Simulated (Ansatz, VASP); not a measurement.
# Two plane-wave programs on TiAl

```
Ti Al
1.0
     2.84802    0.00000    0.00000
    -1.42401    2.46646    0.00000
     0.00000    0.00000    4.64669
Ti Al
1 1
Cartesian
  0.0000 0.0000 0.0000
  0.0000 1.6443 2.3233
```

Alike in both runs: task single point; functional r2SCAN; k mesh 11 × 11 × 6; occupations fermi-dirac, width 0.05 eV; no spin polarisation.

```csv
,VASP,Ansatz
version,VASP 6.6.1,Ansatz 0.2.0
potentials or method,"VASP PAW PBE potentials, release 64 (Ti_sv, Al)",Ansatz PAW
plane-wave cutoff (eV),520,500
valence electrons in the cell,15,15
```

|  | VASP | Ansatz | Ansatz less VASP |
| --- | --- | --- | --- |
| gap on the k mesh at the Fermi level (eV) | none | none | - |
| pressure (GPa) | 1.3 | 1.2 | -0.10 |
| traceless stress, the component that is largest in VASP (GPa) | -1.29 | -1.29 | -0.001 |

VASP's potentials were made for PBE, not for r2SCAN. A gap of «none» marks a metal or a gap that the smearing closes. The functional is the same, so the differences come from potentials, cutoffs and numerics.
